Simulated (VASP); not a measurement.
# Tl (Fm-3m) in VASP: further runs, part 2 of 2

VASP 6.6.1.

## (4) Single point, revPBE (volume scaled by 1.12)

Contents of INCAR:

```
SYSTEM = Tl
ALGO = Normal ; EDIFF = 1E-6
ENCUT = 520 ; GGA = RE
ISIF = 2 ; ISMEAR = -1
LASPH = .True. ; LCHARG = .False.
LREAL = .False. ; LWAVE = .False.
NBANDS = 12 ; NELM = 100
PREC = Accurate ; SIGMA = 0.1
```

Contents of KPOINTS:

```
k-points
0
Gamma
  12 12 12
  0 0 0
```

Contents of POSCAR:

```
Tl
1.0
    0.0000000000      2.6405008221      2.6405008221
    2.6405008221      0.0000000000      2.6405008221
    2.6405008221      2.6405008221      0.0000000000
Tl
1
Direct
    0.0000000000      0.0000000000      0.0000000000
```

Potentials or basis: VASP PAW PBE potentials, release 64 (Tl_d).

Started as:

```bash
$ cat potpaw_PBE.64/Tl_d/POTCAR > POTCAR
$ mpirun -np 1 vasp_std > vasp.out
```

OUTCAR:

```text
SYSTEM = Tl
   EDIFF = 1E-6
   ENCUT = 520
   GGA = RE
   ISIF = 2
   ISMEAR = -1
   LASPH = .True.
   LREAL = .False.
   NELM = 100
   PREC = Accurate

 ion  position               nearest neighbor table
   1  0.000  0.000  0.000-

  LATTYP: Found a face centered cubic cell.
 ALAT       =     5.2810016442

  Lattice vectors:

 A1 = (   0.0000000000,   2.6405008221,   2.6405008221)
 A2 = (   2.6405008221,   0.0000000000,   2.6405008221)
 A3 = (   2.6405008221,   2.6405008221,   0.0000000000)

Analysis of symmetry for initial positions (statically):
=====================================================================
 Subroutine PRICEL returns:
 Original cell was already a primitive cell.

 Routine SETGRP: Setting up the symmetry group for a
 face centered cubic supercell.

 Subroutine GETGRP returns: Found 48 space group operations
 (whereof 48 operations were pure point group operations)
 out of a pool of 48 trial point group operations.

The static configuration has the point symmetry O_h .

Analysis of symmetry for dynamics (positions and initial velocities):
=====================================================================
 Subroutine PRICEL returns:
 Original cell was already a primitive cell.

 Routine SETGRP: Setting up the symmetry group for a
 face centered cubic supercell.

 Subroutine GETGRP returns: Found 48 space group operations
 (whereof 48 operations were pure point group operations)
 out of a pool of 48 trial point group operations.

The dynamic configuration has the point symmetry O_h .

 Subroutine INISYM returns: Found 48 space group operations
 (whereof 48 operations are pure point group operations),
 and found     1 'primitive' translations

----------------------------------------------------------------------------------------

                                     Primitive cell

  volume of cell :      36.8204

  direct lattice vectors                    reciprocal lattice vectors
[... 105 lines left out ...]
     AMIX_MAG =   1.60;   BMIX_MAG =  1.00
  volume/ion in A,a.u.               =      36.82       248.48
  Fermi-wavevector in a.u.,A,eV,Ry     =   1.157070  2.186545 18.215630  1.338811
  Thomas-Fermi vector in A             =   2.293685
   LORBIT       =      0    0 simple, 1 ext, 2 COOP (PROOUT), +10 PAW based schemes
   GGA     = RE    functional components
   LHFCALC =     F    Hartree Fock is set to
   AEXX    =    0.0000 exact exchange contribution
   IVDW    =     0    specifies the selected vdW correction
   LEPSILON=     F    determine dielectric tensor
   LRPA    =     F    only Hartree local field effects (RPA)
 non-spin polarized calculation
  energy-cutoff  :      520.00
  volume of cell :       36.82
 maximum number of plane-waves:      1004
   NGX = 13   NGY = 13   NGZ = 13

 number of electron      13.0000004 magnetization

 Free energy of the ion-electron system (eV)
  ---------------------------------------------------
  ext. energy  EPLUGINS =         0.00000000
  ---------------------------------------------------
  free energy    TOTEN  =        -1.86688117 eV

  energy without entropy =       -1.84040918  energy(sigma->0) =       -1.85364517

 E-fermi :   4.3816     XC(G=0):  -8.8804

 val. band max:        4.3768112544   @ k =  -0.4167   0.4167   0.1667
 cond. band min:       4.4750861303   @ k =   0.4167   0.1667   0.0000
 fundamental gap:      0.0982748760
 Fermi energy:         4.3815588312

 k-point     1 :       0.0000    0.0000    0.0000
  band No.  band energies     occupation
      1      -7.0798      2.00000
      2      -7.0798      2.00000
      3      -7.0798      2.00000
      4      -6.9415      2.00000
      5      -6.9415      2.00000
      6      -4.1883      2.00000
      7      12.5810      0.00000
      8      12.5810      0.00000
      9      12.5810      0.00000
     10      14.8321      0.00000
     11      15.5760      0.00000
     12      17.2497      0.00000
[... 331 lines left out ...]
 k-point    24 :      -0.4167    0.1667    0.0000
  band No.  band energies     occupation
      1      -7.1133      2.00000
      2      -7.0583      2.00000
      3      -7.0131      2.00000
      4      -6.8681      2.00000
      5      -6.8286      2.00000
      6      -0.7685      2.00000
      7       2.9767      2.00000
      8       8.0616      0.00000
      9      10.2939      0.00000
     10      12.9935      0.00000
     11      16.5310      0.00000
     12      17.3808      0.00000

 [... further k-points ...]
[... 5 lines left out ...]
  --------------------------------------------------------------------------------------
  -------------------------------------------------------------------------------------
  Total       -0.4256018     -0.4256018     -0.4256018      0.0000000      0.0000000      0.0000000
  in kB      -18.5193229    -18.5193229    -18.5193229      0.0000000      0.0000000      0.0000000
  external PRESSURE =     -18.5193229 kB  Pullay stress =       0.0000000 kB

 VOLUME and BASIS-vectors are now :
 -----------------------------------------------------------------------------
  energy-cutoff  :      520.00
  volume of cell :       36.82
      direct lattice vectors                 reciprocal lattice vectors
     0.000000000  2.640500822  2.640500822    -0.189358017  0.189358017  0.189358017
     2.640500822  0.000000000  2.640500822     0.189358017 -0.189358017  0.189358017
     2.640500822  2.640500822  0.000000000     0.189358017  0.189358017 -0.189358017

 POSITION                                       TOTAL-FORCE (eV/Angst)
 -----------------------------------------------------------------------------------
      0.00000      0.00000      0.00000         0.000000      0.000000      0.000000
 -----------------------------------------------------------------------------------
    total drift:                               -0.000000     -0.000000     -0.000000

  FREE ENERGIE OF THE ION-ELECTRON SYSTEM (eV)
  ---------------------------------------------------
  free  energy   TOTEN  =        -1.8668811666 eV

  energy  without entropy=       -1.8404091812  energy(sigma->0) =       -1.85364517
```

stdout:

```text
POSCAR found type information on POSCAR Tl
 POSCAR found :  1 types and       1 ions
 scaLAPACK will be used
 -----------------------------------------------------------------------------
|                                                                             |
|                                                                             |
|     You enforced a specific xc type in the INCAR file but a different       |
|     I HOPE YOU KNOW WHAT YOU ARE DOING!                                     |
|                                                                             |
 -----------------------------------------------------------------------------

 LDA part: xc-table for (Slater+PW92), standard interpolation
 POSCAR, INCAR and KPOINTS ok, starting setup
 FFT: planning ... GRIDC
 FFT: planning ... GRID_SOFT
 FFT: planning ... GRID
 WAVECAR not read
 entering main loop
```

Wall time 12 s (1 thread of Intel Xeon Platinum 8488C (Sapphire Rapids), shared host); peak memory 0.17 GiB.

Results:

* Free energy: -1.8669 eV
* Pressure: -1.9 GPa

Caveat: the cell differs from its parent crystal (volume scaled by 1.12); the PAW data sets were made with another functional, which shifts forces and pressure a little; spin-orbit coupling is left out, which moves the levels of the heavy elements.

## (5) Relaxation of cell and atoms, revPBE

This run uses another cell than the first one, of 28.04 Å³/atom, 0.820 times its volume.

Contents of INCAR:

```
SYSTEM = Tl
ALGO = Normal
EDIFF = 1E-6
EDIFFG = -0.01
ENCUT = 600
GGA = RE
IBRION = 2
ISIF = 3
ISMEAR = -1
LASPH = .TRUE.
LCHARG = .FALSE.
LREAL = .FALSE.
LWAVE = .FALSE.
NELM = 60
NSW = 80
PREC = Accurate
SIGMA = 0.1
```

Contents of KPOINTS:

```
k-points
0
G
  11 11 11
  0 0 0
```

Contents of POSCAR:

```
Tl
1.0
    0.0000000000      2.4112096569      2.4112096569
    2.4112096569      0.0000000000      2.4112096569
    2.4112096569      2.4112096569      0.0000000000
Tl
1
Direct
    0.0000000000      0.0000000000      0.0000000000
```

Potentials or basis: VASP PAW PBE potentials, release 64 (Tl_d).

Started as:

```bash
$ cat potpaw_PBE.64/Tl_d/POTCAR > POTCAR
$ mpirun -np 1 vasp_std > vasp.out
```

OUTCAR:

```text
SYSTEM = Tl
   EDIFF = 1E-6
   EDIFFG = -0.01
   ENCUT = 600
   GGA = RE
   IBRION = 2
   ISIF = 3
   ISMEAR = -1
   LASPH = .TRUE.
   LREAL = .FALSE.
   NELM = 60
   NSW = 80
   PREC = Accurate

 ion  position               nearest neighbor table
   1  0.000  0.000  0.000-

  LATTYP: Found a face centered cubic cell.
 ALAT       =     4.8224193138

  Lattice vectors:

 A1 = (   0.0000000000,   2.4112096569,   2.4112096569)
 A2 = (   2.4112096569,   0.0000000000,   2.4112096569)
 A3 = (   2.4112096569,   2.4112096569,   0.0000000000)

Analysis of symmetry for initial positions (statically):
=====================================================================
 Subroutine PRICEL returns:
 Original cell was already a primitive cell.

 Routine SETGRP: Setting up the symmetry group for a
 face centered cubic supercell.

 Subroutine GETGRP returns: Found 48 space group operations
 (whereof 48 operations were pure point group operations)
 out of a pool of 48 trial point group operations.

The static configuration has the point symmetry O_h .

Analysis of symmetry for dynamics (positions and initial velocities):
=====================================================================
 Subroutine PRICEL returns:
 Original cell was already a primitive cell.

 Routine SETGRP: Setting up the symmetry group for a
 face centered cubic supercell.
[... 142 lines left out ...]

 number of electron      13.0000001 magnetization

 Free energy of the ion-electron system (eV)
  ---------------------------------------------------
  ext. energy  EPLUGINS =         0.00000000
  ---------------------------------------------------
  free energy    TOTEN  =        -1.82277387 eV

  energy without entropy =       -1.80125244  energy(sigma->0) =       -1.81201316

 E-fermi :   6.8996     XC(G=0): -10.2046

 val. band max:        6.8704660842   @ k =  -0.4545   0.3636   0.0909
 cond. band min:       6.9768955074   @ k =  -0.2727   0.3636   0.0909
 fundamental gap:      0.1064294232
 Fermi energy:         6.8996245963

 k-point     1 :       0.0000    0.0000    0.0000
  band No.  band energies     occupation
      1      -4.7938      2.00000
      2      -4.7938      2.00000
      3      -4.7938      2.00000
      4      -4.5050      2.00000
      5      -4.5050      2.00000
      6      -3.2851      2.00000
      7      17.3625      0.00000
      8      17.3625      0.00000
      9      17.3625      0.00000
     10      17.8506      0.00000
[... 403 lines left out ...]
--------------------------------------- Ionic step        4  -------------------------------------------

 number of electron      13.0000000 magnetization

 Free energy of the ion-electron system (eV)
  ---------------------------------------------------
  ext. energy  EPLUGINS =         0.00000000
  ---------------------------------------------------
  free energy    TOTEN  =        -1.88867932 eV

  energy without entropy =       -1.86414700  energy(sigma->0) =       -1.87641316

 E-fermi :   5.3481     XC(G=0):  -9.4299

 val. band max:        5.2941120272   @ k =  -0.4545   0.3636   0.0909
 cond. band min:       5.3935018160   @ k =   0.4545   0.3636   0.0000
 fundamental gap:      0.0993897888
 Fermi energy:         5.3480768617

 k-point     1 :       0.0000    0.0000    0.0000
  band No.  band energies     occupation
      1      -6.1598      2.00000
      2      -6.1598      2.00000
      3      -6.1598      2.00000
      4      -5.9687      2.00000
      5      -5.9687      2.00000
      6      -3.8263      2.00000
      7      14.5052      0.00000
      8      14.5052      0.00000
      9      14.5052      0.00000
     10      16.0639      0.00000
[... 327 lines left out ...]
  FREE ENERGIE OF THE ION-ELECTRON SYSTEM (eV)
  ---------------------------------------------------
  free  energy   TOTEN  =        -1.8886793165 eV

  energy  without entropy=       -1.8641469959  energy(sigma->0) =       -1.87641316

 reached required accuracy - stopping structural energy minimisation
```

CONTCAR:

```text
Tl
   1.00000000000000
    -0.0000000000000000    2.5397845962891057    2.5397845962891057
     2.5397845962891057   -0.0000000000000000    2.5397845962891057
     2.5397845962891057    2.5397845962891057    0.0000000000000000
  Tl
     1
Direct
     0.0000000000000000    0.0000000000000000    0.0000000000000000

  0.00000000E+00  0.00000000E+00  0.00000000E+00
```

Run time: 24 s. Hardware: 1 thread of Intel Xeon Platinum 8488C (Sapphire Rapids), shared host; peak memory 0.17 GiB.

What came out:

* Free energy: -1.8887 eV
* Relaxed volume: 32.77 Å³/atom
* Relaxed cell: a = 3.592 Å, b = 3.592 Å, c = 3.592 Å, α = 60.00°, β = 60.00°, γ = 60.00°
* Space group after relaxing (to 0.05 Å): Fm-3m (No. 225)
* Energy gained by relaxing: 65.9 meV/atom
* Ionic steps: 4
* Pressure after relaxing: 0.0 GPa

The path:
```tsv
step	energy change (eV)	largest force (eV/Å)	pressure (GPa)	volume (Å³)
1	0.0000	0.0000	5.28	28.04
2	-0.0645	0.0000	0.61	31.96
3	-0.0658	0.0000	-0.13	32.95
4	-0.0659	0.0000	0.02	32.77
```

Final structure:
```
CELL_PARAMETERS angstrom
0.00000 2.53978 2.53978
2.53978 0.00000 2.53978
2.53978 2.53978 0.00000
ATOMIC_POSITIONS crystal
Tl 0.00000 0.00000 0.00000
```

Caveat: the volume moved by over 15 % at a fixed basis, so the end points are rough; the PAW data sets were made with another functional, which shifts forces and pressure a little; spin-orbit coupling is left out, which moves the levels of the heavy elements.

## (6) Single point, revPBE

This run uses another cell than the first one, of 32.88 Å³/atom, 0.962 times its volume.

Contents of INCAR:

```
  PREC = Accurate
  ENCUT = 520
  EDIFF = 1E-6
  ISMEAR = -1
  SIGMA = 0.1
  LREAL = False
  LASPH = True
  NELM = 60
  ALGO = Normal
  ISIF = 2
  LWAVE = False
  LCHARG = True
  GGA = RE
  LELF = True
  LVHAR = True
  NBANDS = 12
```

Contents of KPOINTS:

```
regular mesh
0
Gamma
  18 18 18
```

Contents of POSCAR:

```
Tl
1.0
    0.0000000000      2.5426132128      2.5426132128
    2.5426132128      0.0000000000      2.5426132128
    2.5426132128      2.5426132128      0.0000000000
Tl
1
Direct
    0.0000000000      0.0000000000      0.0000000000
```

Potentials or basis: VASP PAW PBE potentials, release 64 (Tl_d).

Started as:

```bash
$ cat potpaw_PBE.64/Tl_d/POTCAR > POTCAR
$ mpirun -np 1 vasp_std > vasp.out
```

Wall time 32 s (1 thread of Intel Xeon Platinum 8488C (Sapphire Rapids), shared host); peak memory 0.21 GiB.

Results (log left out):

```
Free energy : -1.8920 eV
Pressure    : -0.1 GPa
```

Levels at points of the mesh, in eV from the Fermi level:
| k point | band 2 | band 3 | band 4 | band 5 | band 6 | band 7 | band 8 | band 9 | band 10 | band 11 |
| --- | --- | --- | --- | --- | --- | --- | --- | --- | --- | --- |
| (0.00, 0.00, 0.00) | -11.50 | -11.50 | -11.31 | -11.31 | -9.15 | 9.14 | 9.14 | 9.14 | 10.71 | 12.61 |
| (0.50, 0.00, 0.00) | -11.49 | -11.49 | -11.14 | -11.14 | -5.34 | -2.35 | 7.34 | 7.34 | 10.14 | 11.03 |
| (0.50, 0.50, 0.00) | -11.65 | -11.15 | -11.09 | -11.09 | -3.92 | -1.40 | 3.80 | 3.80 | 6.84 | 8.20 |

Caveat: the PAW data sets were made with another functional, which shifts forces and pressure a little; spin-orbit coupling is left out, which moves the levels of the heavy elements.

## (7) Summary

| task | cell | k mesh | cutoff (eV) | gap on the mesh (eV) | pressure (GPa) |
| --- | --- | --- | --- | --- | --- |
| single point | a = 3.643 Å, angles 60.0°, 1 atom | 12 × 12 × 12 | 520 | none | -0.8 |
| single point | a = 3.689 Å, angles 60.0°, 1 atom | 12 × 12 × 12 | 520 | none | -1.4 |
| single point | a = 3.734 Å, angles 60.0°, 1 atom | 12 × 12 × 12 | 520 | none | -1.9 |
| relaxation of cell and atoms | relaxed from a = 3.410 Å, angles 60.0°, 1 atom | 11 × 11 × 11 | 600 | none | 0.0 |
| single point | a = 3.596 Å, angles 60.0°, 1 atom | 18 × 18 × 18 | 520 | none | -0.1 |

Alike in all rows: level revPBE; potentials or basis VASP PAW PBE potentials, release 64 (Tl_d); no spin polarisation; smearing fermi-dirac 0.1 eV.

Caveats: the PAW data sets were made with another functional, which shifts forces and pressure a little; spin-orbit coupling is left out, which moves the levels of the heavy elements; the volume moved by over 15 % at a fixed basis, so the end points are rough (some runs).

Total energies depend on the potentials used, so only differences within one code and one set of settings carry meaning.
